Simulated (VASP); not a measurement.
A run of VASP 6.6.1:

POSCAR

```
InO2
1.0
    0.0000000000      2.6667529508      2.6667529508
    2.6667529508      0.0000000000      2.6667529508
    2.6667529508      2.6667529508      0.0000000000
In O
1 2
Direct
    0.0000000000      0.0000000000      0.0000000000
    0.2500000000      0.2500000000      0.2500000000
    0.7500000000      0.7500000000      0.7500000000
```

The input INCAR.step1:

```
SYSTEM = InO2
ALGO = Normal
EDIFF = 1E-4
ENCUT = 520
GGA = PE
ISMEAR = -1
LASPH = .True.
LCHARG = .False.
LREAL = .False.
LWAVE = .True.
NBANDS = 20
NELM = 80
PREC = Accurate
SIGMA = 0.1
```

INCAR.step2

```
SYSTEM = InO2
ALGO = Normal
EDIFF = 1E-6
ENCUT = 520
ISIF = 2
ISMEAR = -1
ISTART = 1
LASPH = .True.
LCHARG = .False.
LMIXTAU = .True.
LREAL = .False.
LWAVE = .False.
METAGGA = R2SCAN
NBANDS = 20
NELM = 80
PREC = Accurate
SIGMA = 0.1
```

Contents of KPOINTS:

```
k-points
0
Gamma
  11 11 11
  0 0 0
```

Potentials or basis: VASP PAW PBE potentials, release 64 (In_d, O).

Run with:

```sh
$ cat potpaw_PBE.64/In_d/POTCAR potpaw_PBE.64/O/POTCAR > POTCAR
$ cp INCAR.step1 INCAR
$ mpirun -np 1 vasp_std > vasp.out
$ cp INCAR.step2 INCAR
$ mpirun -np 1 vasp_std > vasp.out
```

Hardware: 1 thread of Intel Xeon 8259CL (shared host).

**Question.** Estimate the wall time of this run.

**Answer.** Wall time 3.5 min on 1 thread of Intel Xeon 8259CL, on a shared host, peak memory 0.19 GiB. Counts: k points 56.
